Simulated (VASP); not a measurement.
Set up this calculation in VASP 6.6.1, as the native input.

| Quantity | Value |
| --- | --- |
| Task | single point |
| Functional | PBE |
| Potentials or basis | VASP PAW PBE potentials, release 64 (Nd, Nb_sv) |
| Cutoff | 520 eV |
| k mesh | 6 × 6 × 6 |
| Occupations | gaussian, width 0.1 eV |
| Spin | no spin polarisation |
| Dipole correction | no |
| Further INCAR settings | ALGO = Normal; EDIFF = 1e-06; NBANDS = 20 |

The structure of NdNb lies in POSCAR:

```
NdNb
1.0
    0.0000000000      3.0046623434      3.0046623434
    3.0046623434      0.0000000000      3.0046623434
    3.0046623434      3.0046623434      0.0000000000
Nd Nb
1 1
Direct
    0.0000000000      0.0000000000      0.0000000000
    0.5000000000      0.5000000000      0.5000000000
```

One way to write it, as run:

INCAR

```
SYSTEM = NdNb
  PREC = Accurate
  ENCUT = 520
  EDIFF = 1E-6
  ISMEAR = 0
  SIGMA = 0.1
  LREAL = .False.
  LASPH = .True.
  NELM = 60
  ALGO = Normal
  ISIF = 2
  LWAVE = .False.
  LCHARG = .False.
  GGA = PE
  NBANDS = 20
```

KPOINTS

```
regular mesh
0
Gamma
  6 6 6
  0 0 0
```

Potentials or basis: VASP PAW PBE potentials, release 64 (Nd, Nb_sv).

Launch:

```sh
$ cat potpaw_PBE.64/Nd/POTCAR potpaw_PBE.64/Nb_sv/POTCAR > POTCAR
$ mpirun -np 1 vasp_std > vasp.out
```

It gave:

```
Pressure : -9.0 GPa
```

Wall time 38 s on 1 thread of Intel(R) Xeon(R) Platinum 8259CL CPU @ 2.50GHz (Skylake/Cascade Lake), with other jobs on the host, peak memory 0.18 GiB.
